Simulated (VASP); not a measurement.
Write the native input for VASP 6.6.1 that does the following.

| Property | Result |
| --- | --- |
| Task | single point |
| Functional | r2SCAN |
| Potentials or basis | VASP PAW PBE potentials, release 64 (Sn_d, O) |
| Cutoff | 520 eV |
| k mesh | 12 × 12 × 12 |
| Occupations | gaussian, width 0.05 eV |
| Spin | no spin polarisation |
| Dipole correction | no |
| Further INCAR settings | ALGO = Normal; EDIFF = 1e-06; NBANDS = 20 |

SnO2:

```
CELL_PARAMETERS angstrom
1.62681 0.93924 4.23803
-1.62681 0.93924 4.23803
0.00000 -1.87847 4.23803
ATOMIC_POSITIONS crystal
Sn 0.50000 0.50000 0.50000
O 0.24125 0.24125 0.24125
O 0.75875 0.75875 0.75875
```

This cell differs from its parent crystal: ratio of the length along z to the lengths across it x 0.96, volume and fractional coordinates fixed.

The input as run:

POSCAR

```
SnO2
1.0
    1.6268070181      0.9392374698      4.2380322577
   -1.6268070181      0.9392374698      4.2380322577
    0.0000000000     -1.8784749396      4.2380322577
Sn O
1 2
Direct
    0.5000000000      0.5000000000      0.5000000000
    0.2412464623      0.2412464623      0.2412464623
    0.7587535377      0.7587535377      0.7587535377
```

INCAR.step1

```
  PREC = Accurate
  ENCUT = 520
  ISMEAR = 0
  SIGMA = 0.05
  LREAL = F
  LASPH = T
  NELM = 100
  NBANDS = 20
  GGA = PE
  ALGO = Normal
  EDIFF = 1E-4
  LWAVE = T
  LCHARG = F
```

INCAR.step2

```
  PREC = Accurate
  ENCUT = 520
  EDIFF = 1E-6
  ISMEAR = 0
  SIGMA = 0.05
  LREAL = F
  LASPH = T
  NELM = 100
  ALGO = Normal
  ISIF = 2
  LWAVE = F
  LCHARG = F
  METAGGA = R2SCAN
  LMIXTAU = T
  NBANDS = 20
  ISTART = 1
```

KPOINTS

```
regular mesh
0
Gamma
  12 12 12
```

Potentials or basis: VASP PAW PBE potentials, release 64 (Sn_d, O).

Launch:

```bash
$ cat potpaw_PBE.64/Sn_d/POTCAR potpaw_PBE.64/O/POTCAR > POTCAR
$ cp INCAR.step1 INCAR
$ mpirun -np 1 vasp_std > vasp.out
$ cp INCAR.step2 INCAR
$ mpirun -np 1 vasp_std > vasp.out
```

It gave:

```
Pressure               : -1.7 GPa
Largest force          : 0.146 eV/Å
Band gap on the k mesh : 2.13 eV
```

Caveat: the PAW data sets were made with another functional, which shifts forces and pressure a little; spin-orbit coupling is left out, which moves the levels of the heavy elements.

It took 24 min on 1 thread of AMD EPYC 7R43 64-Core Processor (Zen 3) (shared host), peak memory 0.26 GiB.
